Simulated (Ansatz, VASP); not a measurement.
# One calculation of InSe, two programs

The input INCAR:

```
ALGO = Normal
EDIFF = 1E-6
ENCUT = 520
GGA = PE
ISIF = 2
ISMEAR = -1
LASPH = T
LCHARG = F
LREAL = F
LWAVE = F
NBANDS = 27
NELM = 60
PREC = Accurate
SIGMA = 0.01
```

Contents of KPOINTS:

```
k-points
0
Gamma
  7 7 7
```

POSCAR

```
InSe
1.0
    2.0066442162      1.1585365784      8.3443003359
   -2.0066442162      1.1585365784      8.3443003359
    0.0000000000     -2.3170731568      8.3443003359
In Se
2 2
Direct
    0.0000000000      0.0000000000      0.0000000000
    0.1122000000      0.1122000000      0.1122000000
    0.6155000000      0.6155000000      0.6155000000
    0.8300000000      0.8300000000      0.8300000000
```

Input for Ansatz:

```yaml
crystal:
  lattice:
    - [2.0066442162, 1.1585365784, 8.3443003359]
    - [-2.0066442162, 1.1585365784, 8.3443003359]
    - [0.0, -2.3170731568, 8.3443003359]
  atoms:
    - { symbol: In, position: [0.0, 0.0, 0.0] }
    - { symbol: In, position: [0.1122, 0.1122, 0.1122] }
    - { symbol: Se, position: [0.6155, 0.6155, 0.6155] }
    - { symbol: Se, position: [0.83, 0.83, 0.83] }
kpoints:
  mp_grid: { grid: [7, 7, 7] }
  band_path:
    path:
      - [0.0, 0.0, 0.0]
      - [-0.5, -0.5, -0.5]
      - [-0.5, -0.1795180059, -0.8204819941]
      - [-0.1795180059, 0.1795180059, -0.5]
      - [0.0, 0.0, -0.5]
      - [0.0, 0.0, 0.0]
      - [0.0, 0.3397590029, -0.3397590029]
      - [-0.3397590029, 0.0, -0.6602409971]
      - [-0.5, 0.0, -0.5]
    npoints: 5
scf:
  occupations: { method: fermi_dirac, width: 0.01 }
hamiltonian:
  xc: pbe
  pseudopotentials: { kind: all_electron, lapw: { basis_error: 0.001 } }
output:
  forces: true
  stress: true
  eigenvalues: true
```

Change from the starting cell: volume scaled by 1.01.

Alike in both runs: task single point; functional PBE; k mesh 7 × 7 × 7; occupations fermi-dirac, width 0.01 eV; no spin polarisation.

|  | VASP | Ansatz |
| --- | --- | --- |
| version | VASP 6.6.1 | Ansatz 0.2.0 |
| potentials or method | VASP PAW PBE potentials, release 64 (In_d, Se), cutoff 520 eV | all-electron LAPW, scalar-relativistic |

|  | VASP | Ansatz | Ansatz less VASP |
| --- | --- | --- | --- |
| gap on the k mesh at the Fermi level (eV) | 0.71 | 0.72 | +0.013 |
| pressure (GPa) | 2.4 | 2.3 | -0.04 |
| traceless stress, the component that is largest in VASP (GPa) | -0.44 | -0.44 | +0.001 |
| rms of the force components (eV/Å) | 0.089 | 0.081 | -0.0080 |

Atom by atom the forces differ by 0.008 eV/Å (rms over components). Ansatz ran all-electron here, and VASP with PAW potentials.
